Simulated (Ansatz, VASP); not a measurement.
# Two plane-wave programs on BiO5

File INCAR:

```
SYSTEM = BiO5
PREC = Accurate ; ENCUT = 600
EDIFF = 1E-6 ; ISMEAR = 0
SIGMA = 0.1 ; LREAL = .False.
LASPH = .True. ; NELM = 60
ALGO = Normal ; ISIF = 3
LWAVE = .False. ; LCHARG = .False.
GGA = PE ; IBRION = 2
NSW = 100 ; EDIFFG = -0.01
```

Contents of KPOINTS:

```
regular mesh
0
Gamma
  12 12 6
  0 0 0
```

File POSCAR:

```
BiO5
1.0
    3.8771723152      0.0000000000      0.0000000000
   -1.9385861576      3.3577297198      0.0000000000
    0.0000000000      0.0000000000      5.8815054693
Bi O
1 5
Direct
    0.0000000000      0.0000000000      0.0000000000
    0.3333333333      0.6666666667      0.0000000000
    0.6666666667      0.3333333333      0.0000000000
    0.5000000000      0.0000000000      0.5000000000
    0.5000000000      0.5000000000      0.5000000000
    0.0000000000      0.5000000000      0.5000000000
```

Input for Ansatz:

```yaml
crystal:
  lattice:
    - [3.8771723152, 0.0, 0.0]
    - [-1.9385861576, 3.3577297198, 0.0]
    - [0.0, 0.0, 5.8815054693]
  atoms:
    - { symbol: Bi, position: [0.0, 0.0, 0.0] }
    - { symbol: O, position: [0.3333333333, 0.6666666667, 0.0] }
    - { symbol: O, position: [0.6666666667, 0.3333333333, 0.0] }
    - { symbol: O, position: [0.5, 0.0, 0.5] }
    - { symbol: O, position: [0.5, 0.5, 0.5] }
    - { symbol: O, position: [0.0, 0.5, 0.5] }
basis:
  ecutwfc: 420
kpoints:
  mp_grid: { grid: [12, 12, 6] }
hamiltonian:
  xc: pbe
scf:
  occupations: { method: gaussian, width: 0.1 }
output:
  forces: true
  stress: true
  eigenvalues: true
relax:
  adjacent_minimum: "off"
  f_tol: 0.01
  max_steps: 80
  cell: { stress_tol: 0.05 }
```

Change from the starting cell: species swapped into the DyRh5 type (P6/mmm, No. 191).

Alike in both runs: task relaxation of cell and atoms; functional PBE; k mesh 12 × 12 × 6; occupations gaussian, width 0.1 eV; no spin polarisation.

|  | VASP | Ansatz |
| --- | --- | --- |
| version | VASP 6.6.1 | Ansatz 0.2.0 |
| potentials or method | VASP PAW PBE potentials, release 64 (Bi_d, O), cutoff 600 eV | scalar-relativistic, plane waves, PAW |
| valence electrons in the cell | 45 | 45 |

Ansatz gave:

```
gap on the k mesh at the Fermi level, each at its own relaxed structure (eV) : none
relaxed volume (Å³/atom)                                                     : 13.05
relaxed length of the cell vector where the two differ most in proportion (Å)              : 5.948
```

**Question.** Estimate VASP's values.

**Answer.** gap on the k mesh at the Fermi level, each at its own relaxed structure (eV): none; relaxed volume (Å³/atom): 12.91; relaxed length of the cell vector where the two differ most in proportion (Å): 5.881.

A gap of «none» marks a metal or a gap that the smearing closes.

Neither program's run includes spin-orbit coupling.
